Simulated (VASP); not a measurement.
# Br (Im-3m) in VASP: notebook

The runs below take Br through density of states, with PBEsol.

Program: VASP 6.6.1. These are calculated values, not measurements. Logs are shortened: lines on timing, memory, paths and dates and some standing lists are left out, and cuts for length are marked.

### Step 1. The cell of the first run

It takes space group Im-3m (No. 229, cubic). Conventional cell: a = 2.749 Å, b = 2.749 Å, c = 2.749 Å, α = 90.00°, β = 90.00°, γ = 90.00°. Br (site symmetry m-3m) has 14 Br at 2.38 to 2.75 Å within 3.1 Å.

### Step 2. Density of states, PBEsol (volume scaled by 0.43)

The input, POSCAR:

```
Br
1.0
   -1.3746662885      1.3746662885      1.3746662885
    1.3746662885     -1.3746662885      1.3746662885
    1.3746662885      1.3746662885     -1.3746662885
Br
1
Direct
    0.0000000000      0.0000000000      0.0000000000
```

The input, INCAR.step1:

```
SYSTEM = Br
PREC = Accurate
ENCUT = 520
EDIFF = 1E-6
ISMEAR = -1
SIGMA = 0.05
LREAL = .False.
LASPH = .True.
NELM = 100
ALGO = Normal
ISIF = 2
LWAVE = .False.
LCHARG = .True.
GGA = PS
NBANDS = 10
```

The input, KPOINTS.step1:

```
Automatic mesh
0
Gamma
  16 16 16
  0 0 0
```

The input, INCAR.step2:

```
SYSTEM = Br
PREC = Accurate
ENCUT = 520
EDIFF = 1E-6
ISMEAR = -5
SIGMA = 0.05
LREAL = .False.
LASPH = .True.
NELM = 100
ALGO = Normal
ISIF = 2
LWAVE = .False.
LCHARG = .False.
GGA = PS
LORBIT = 11
NEDOS = 1001
ICHARG = 11
```

The input, KPOINTS.step2:

```
Automatic mesh
0
Gamma
  24 24 24
  0 0 0
```

Potentials or basis: VASP PAW PBE potentials, release 64 (Br).

On the command line:

```console
$ cat potpaw_PBE.64/Br/POTCAR > POTCAR
$ cp INCAR.step1 INCAR
$ cp KPOINTS.step1 KPOINTS
$ mpirun -np 1 vasp_std > vasp.out
$ cp INCAR.step2 INCAR
$ cp KPOINTS.step2 KPOINTS
$ mpirun -np 1 vasp_std > vasp.out
```

OUTCAR:

```text
SYSTEM = Br
   PREC = Accurate
   ENCUT = 520
   EDIFF = 1E-6
   ISMEAR = -5
   LREAL = .False.
   LASPH = .True.
   NELM = 100
   ISIF = 2
   GGA = PS
   LORBIT = 11
   ICHARG = 11

 ion  position               nearest neighbor table
   1  0.000  0.000  0.000-

  LATTYP: Found a body centered cubic cell.
 ALAT       =     2.7493325770

  Lattice vectors:

 A1 = (  -1.3746662885,   1.3746662885,   1.3746662885)
 A2 = (   1.3746662885,  -1.3746662885,   1.3746662885)
 A3 = (   1.3746662885,   1.3746662885,  -1.3746662885)

Analysis of symmetry for initial positions (statically):
=====================================================================
 Subroutine PRICEL returns:
 Original cell was already a primitive cell.

 Routine SETGRP: Setting up the symmetry group for a
 body centered cubic supercell.

 Subroutine GETGRP returns: Found 48 space group operations
 (whereof 48 operations were pure point group operations)
 out of a pool of 48 trial point group operations.

The static configuration has the point symmetry O_h .

Analysis of symmetry for dynamics (positions and initial velocities):
=====================================================================
 Subroutine PRICEL returns:
 Original cell was already a primitive cell.

 Routine SETGRP: Setting up the symmetry group for a
 body centered cubic supercell.

 Subroutine GETGRP returns: Found 48 space group operations
 (whereof 48 operations were pure point group operations)
 out of a pool of 48 trial point group operations.

The dynamic configuration has the point symmetry O_h .

 Subroutine INISYM returns: Found 48 space group operations
 (whereof 48 operations are pure point group operations),
 and found     1 'primitive' translations

----------------------------------------------------------------------------------------

                                     Primitive cell

  volume of cell :      10.3909

  direct lattice vectors                    reciprocal lattice vectors
    -1.374666289  1.374666289  1.374666289     0.000000000  0.363724639  0.363724639
     1.374666289 -1.374666289  1.374666289     0.363724639  0.000000000  0.363724639
     1.374666289  1.374666289 -1.374666289     0.363724639  0.363724639  0.000000000

  length of vectors
     2.380991855  2.380991855  2.380991855     0.514384318  0.514384318  0.514384318

  position of ions in fractional coordinates (direct lattice)
     0.000000000  0.000000000  0.000000000

  ion indices of the primitive-cell ions
   primitive index   ion index
                 1           1

----------------------------------------------------------------------------------------

 KPOINTS: Automatic mesh

Automatic generation of k-mesh.
 Grid dimensions read from file:
 generate k-points for:   24   24   24

 Generating k-lattice:

  Cartesian coordinates                     Fractional coordinates (reciprocal lattice)
     0.000000000  0.015155193  0.015155193     0.041666667  0.000000000  0.000000000
     0.015155193  0.000000000  0.015155193     0.000000000  0.041666667  0.000000000
     0.015155193  0.015155193  0.000000000     0.000000000  0.000000000  0.041666667

  Length of vectors
     0.021432680  0.021432680  0.021432680

  Shift w.r.t. Gamma in fractional coordinates (k-lattice)
     0.000000000  0.000000000  0.000000000

 TETIRR: Found  16469 inequivalent tetrahedra from    82944

 Subroutine IBZKPT returns following result:
 ===========================================

 Found    413 irreducible k-points:

 Following reciprocal coordinates:
            Coordinates               Weight
  0.000000  0.000000  0.000000      1.000000
  0.041667  0.000000  0.000000     12.000000
  0.083333  0.000000  0.000000     12.000000
  0.125000  0.000000  0.000000     12.000000
  0.166667  0.000000  0.000000     12.000000
  0.208333  0.000000  0.000000     12.000000
[... 16 lines left out ...]
  0.416667  0.041667  0.000000     48.000000
  0.458333  0.041667  0.000000     48.000000
 [... further k-points ...]
   k-points           NKPTS =    413   k-points in BZ     NKDIM =    413   number of bands    NBANDS=      7
   number of dos      NEDOS =   1001   number of ions     NIONS =      1
   total plane-waves  NPLWV =   5832
   dimension x,y,z NGX =    18 NGY =   18 NGZ =   18
   dimension x,y,z NGXF=    36 NGYF=   36 NGZF=   36
   ions per type =               1
   NGX,Y,Z   is equivalent  to a cutoff of  12.57, 12.57, 12.57 a.u.
   NGXF,Y,Z  is equivalent  to a cutoff of  25.14, 25.14, 25.14 a.u.
 SYSTEM =  Br
   PREC   = accura    normal or accurate (medium, high low for compatibility)
   ISTART =      0    job   : 0-new  1-cont  2-samecut
   ICHARG =     11    charge: 1-file 2-atom 10-const
   ISPIN  =      1    spin polarized calculation?
   LNONCOLLINEAR =      F non collinear calculations
   LSORBIT =      F    spin-orbit coupling
   LASPH  =      T    aspherical Exc in radial PAW
   ENCUT  =  520.0 eV  38.22 Ry    6.18 a.u.   4.43  4.43  4.43*2*pi/ulx,y,z
   NELM   =    100;   NELMIN=  2; NELMDL=  0     # of ELM steps
   EDIFF  = 0.1E-05   stopping-criterion for ELM
   LREAL  =      F    real-space projection
   EDIFFG = 0.1E-04   stopping-criterion for IOM
   NSW    =      0    number of steps for IOM
   IBRION =     -1    ionic relax: 0-MD 1-quasi-New 2-CG
   NFREE  =      0    steps in history (QN), initial steepest desc. (CG)
   ISIF   =      2    stress and relaxation
   ISYM   =      2    0-nonsym 1-usesym 2-fastsym
   POTIM  = 0.5000    time-step for ionic-motion
   TEBEG  =    0.0;   TEEND  =   0.0 temperature during run
   PSTRESS=    0.0 pullay stress
   NELECT =       7.0000    total number of electrons
   NUPDOWN=      -1.0000    fix difference up-down
   EMIN   =  10.00;   EMAX   =-10.00  energy-range for DOS
   EFERMI =   0.00;   METHOD = LEGACY
   ISMEAR =    -5;   SIGMA  =   0.05  broadening in eV -4-tet -1-fermi 0-gaus
   EFERMI_NEDOS =   21; number of points for ismear=-14 and -15
   IALGO  =     38    algorithm
   IMIX   =      4    mixing-type and parameters
     AMIX     =   0.40;   BMIX     =  1.00
     AMIX_MAG =   1.60;   BMIX_MAG =  1.00
  volume/ion in A,a.u.               =      10.39        70.12
  Fermi-wavevector in a.u.,A,eV,Ry     =   1.435127  2.711996 28.022403  2.059589
  Thomas-Fermi vector in A             =   2.554459
   LORBIT       =     11    0 simple, 1 ext, 2 COOP (PROOUT), +10 PAW based schemes
   GGA     = PS    functional components
   LHFCALC =     F    Hartree Fock is set to
   AEXX    =    0.0000 exact exchange contribution
   IVDW    =     0    specifies the selected vdW correction
   LEPSILON=     F    determine dielectric tensor
   LRPA    =     F    only Hartree local field effects (RPA)
 non-spin polarized calculation
 Fermi weights with tetrahedron method with Bloechl corrections
  energy-cutoff  :      520.00
  volume of cell :       10.39
 maximum number of plane-waves:       321
 NGX is ok and might be reduce to    18

 number of electron       7.0000003 magnetization

 Free energy of the ion-electron system (eV)
  ---------------------------------------------------
  ext. energy  EPLUGINS =         0.00000000
  ---------------------------------------------------
  free energy    TOTEN  =         3.80033610 eV

  energy without entropy =        3.80033610  energy(sigma->0) =        3.80033610

 E-fermi :  17.3571     XC(G=0): -14.1791

 val. band max:       17.4364790797   @ k =   0.2500   0.0000   0.0000
 cond. band min:      17.2520829108   @ k =  -0.4167   0.4167   0.3750
 fundamental gap:     -0.1843961689
 Fermi energy:        17.3570729385

 k-point     1 :       0.0000    0.0000    0.0000
  band No.  band energies     occupation
      1      -9.9743      2.00000
      2      21.7408      0.00000
      3      21.7408      0.00000
      4      21.7408      0.00000
      5      30.0432      0.00000
      6      30.0432      0.00000
      7      30.0432      0.00000

 k-point     2 :       0.0417    0.0000    0.0000
  band No.  band energies     occupation
      1      -9.9071      2.00000
      2      21.2492      0.00000
      3      21.4872      0.00000
      4      21.6887      0.00000
      5      29.7057      0.00000
      6      29.9647      0.00000
      7      30.4158      0.00000

 k-point     3 :       0.0833    0.0000    0.0000
  band No.  band energies     occupation
      1      -9.7057      2.00000
      2      19.9397     -0.00382
      3      20.8383      0.00000
      4      21.5349      0.00000
      5      28.9189      0.00000
      6      29.4608      0.00000
      7      31.4196      0.00000

 k-point     4 :       0.1250    0.0000    0.0000
  band No.  band energies     occupation
      1      -9.3705      2.00000
      2      18.1251      0.14276
      3      19.9939      0.00000
      4      21.2889      0.00000
      5      27.9885      0.00000
      6      28.5231      0.00000
      7      32.8445      0.00000

 k-point     5 :       0.1667    0.0000    0.0000
  band No.  band energies     occupation
      1      -8.9021      2.00000
      2      16.0547      2.06290
      3      19.0979      0.00000
      4      20.9687      0.00000
      5      27.0638      0.00000
      6      27.5191      0.00000
      7      32.7935      0.00000

 k-point     6 :       0.2083    0.0000    0.0000
  band No.  band energies     occupation
      1      -8.3019      2.00000
      2      13.8836      2.00000
      3      18.2309     -0.10504
      4      20.6004      0.00000
      5      26.2064      0.00000
      6      26.6002      0.00000
      7      32.9246      0.00000

 k-point     7 :       0.2500    0.0000    0.0000
  band No.  band energies     occupation
      1      -7.5719      2.00000
      2      11.7032      2.00000
      3      17.4365      1.15268
      4      20.2141      0.00000
      5      25.4431      0.00000
      6      25.8004      0.00000
      7      33.2926      0.00000
[... 121 lines left out ...]
 k-point    20 :       0.2917    0.0417    0.0000
  band No.  band energies     occupation
      1      -6.1932      2.00000
      2       8.5649      2.00000
      3      16.1188      2.00019
      4      19.2462     -0.00257
      5      24.7808      0.00000
      6      25.3767      0.00000
      7      33.6105      0.00000

 k-point    21 :       0.3333    0.0417    0.0000
  band No.  band energies     occupation
      1      -5.1637      2.00000
      2       6.5777      2.00000
      3      15.5864      2.00000
      4      18.9111     -0.01904
      5      24.3076      0.00000
      6      24.9326      0.00000
      7      34.4523      0.00000

 k-point    22 :       0.3750    0.0417    0.0000
  band No.  band energies     occupation
      1      -4.0444      2.00000
      2       4.7287      2.00000
      3      15.1828      2.00000
      4      18.6466     -0.02983
      5      23.9505      0.00000
      6      24.5972      0.00000
      7      35.4474      0.00000

 k-point    23 :       0.4167    0.0417    0.0000
  band No.  band energies     occupation
      1      -2.9022      2.00000
      2       3.0951      2.00000
      3      14.9119      2.00000
      4      18.4642     -0.02767
      5      23.7117      0.00000
      6      24.3725      0.00000
      7      36.5585      0.00000

 k-point    24 :       0.4583    0.0417    0.0000
  band No.  band energies     occupation
      1      -1.9864      2.00000
      2       1.9322      2.00000
      3      14.7758      2.00000
      4      18.3713     -0.02235
      5      23.5921      0.00000
      6      24.2598      0.00000
      7      37.6326      0.00000

 [... further k-points ...]
[... 5 lines left out ...]
  --------------------------------------------------------------------------------------
  -------------------------------------------------------------------------------------
  Total       16.7190443     16.7190443     16.7190443      0.0000000      0.0000000      0.0000000
  in kB     2577.9244941   2577.9244941   2577.9244941      0.0000000      0.0000000      0.0000000
  external PRESSURE =    2577.9244941 kB  Pullay stress =       0.0000000 kB

 VOLUME and BASIS-vectors are now :
 -----------------------------------------------------------------------------
  energy-cutoff  :      520.00
  volume of cell :       10.39
      direct lattice vectors                 reciprocal lattice vectors
    -1.374666289  1.374666289  1.374666289     0.000000000  0.363724639  0.363724639
     1.374666289 -1.374666289  1.374666289     0.363724639  0.000000000  0.363724639
     1.374666289  1.374666289 -1.374666289     0.363724639  0.363724639  0.000000000

 POSITION                                       TOTAL-FORCE (eV/Angst)
 -----------------------------------------------------------------------------------
      0.00000      0.00000      0.00000         0.000000      0.000000     -0.000000
 -----------------------------------------------------------------------------------
    total drift:                                0.000000     -0.000000      0.000000

  FREE ENERGIE OF THE ION-ELECTRON SYSTEM (eV)
  ---------------------------------------------------
  free  energy   TOTEN  =         3.8003361003 eV

  energy  without entropy=        3.8003361003  energy(sigma->0) =        3.80033610

 total charge

# of ion       s       p       d       tot
------------------------------------------
    1        1.716   3.264   0.388   5.367
```

It took 14 s on 1 thread of Intel Xeon 6975P-C (Granite Rapids), shared host; peak memory 0.16 GiB.

What came out:

| Property | Result |
| --- | --- |
| Valence electrons inside the program's atomic spheres | Br 5.37 |

Caveat: the cell differs from its parent crystal (volume scaled by 0.43); the PAW data sets were made with another functional, which shifts forces and pressure a little; an odd number of electrons without spin polarisation forces a metal; a magnetic or distorted state may lie lower; tetrahedron occupations give inexact forces and stress in metals.

### Step 3. Density of states, PBEsol

This run uses another cell than the first one, of 24.16 Å³/atom, 2.326 times its volume.

The input, POSCAR:

```
Br
1.0
   -1.8212705450      1.8212705450      1.8212705450
    1.8212705450     -1.8212705450      1.8212705450
    1.8212705450      1.8212705450     -1.8212705450
Br
1
Direct
    0.0000000000      0.0000000000      0.0000000000
```

The input, INCAR.step1:

```
PREC = Accurate ; ENCUT = 520
EDIFF = 1E-6 ; ISMEAR = -1
SIGMA = 0.05 ; LREAL = F
LASPH = T ; NELM = 80
ALGO = Normal ; ISIF = 2
LWAVE = F ; LCHARG = T
GGA = PS ; NBANDS = 10
```

The input, KPOINTS.step1:

```
regular mesh
0
Gamma
  16 16 16
```

The input, INCAR.step2:

```
PREC = Accurate ; ENCUT = 520
EDIFF = 1E-6 ; ISMEAR = -5
SIGMA = 0.05 ; LREAL = F
LASPH = T ; NELM = 80
ALGO = Normal ; ISIF = 2
LWAVE = F ; LCHARG = F
GGA = PS ; LORBIT = 11
NBANDS = 10 ; NEDOS = 2001
ICHARG = 11
```

The input, KPOINTS.step2:

```
regular mesh
0
Gamma
  24 24 24
```

Potentials or basis: VASP PAW PBE potentials, release 64 (Br).

On the command line:

```console
$ cat potpaw_PBE.64/Br/POTCAR > POTCAR
$ cp INCAR.step1 INCAR
$ cp KPOINTS.step1 KPOINTS
$ mpirun -np 1 vasp_std > vasp.out
$ cp INCAR.step2 INCAR
$ cp KPOINTS.step2 KPOINTS
$ mpirun -np 1 vasp_std > vasp.out
```

Wall time 22 s (1 thread of Intel Xeon 6975P-C (Granite Rapids), shared host); peak memory 0.23 GiB.

It converged, with:

* Valence electrons inside the program's atomic spheres: Br 4.66

Levels at points of the mesh, in eV from the Fermi level:
```csv
k point,band 1,band 2,band 3,band 4,band 5,band 6,band 7,band 8
"(0.00, 0.00, 0.00)",-16.01,0.89,0.89,0.89,8.16,12.66,12.66,12.66
"(0.50, 0.00, 0.00)",-14.21,-5.27,-0.90,0.54,7.25,9.33,16.74,16.90
"(0.50, 0.50, 0.50)",-13.08,-2.99,-2.99,-2.99,5.80,5.80,20.64,20.64
```

Caveat: the PAW data sets were made with another functional, which shifts forces and pressure a little; an odd number of electrons without spin polarisation forces a metal; a magnetic or distorted state may lie lower; tetrahedron occupations give inexact forces and stress in metals.
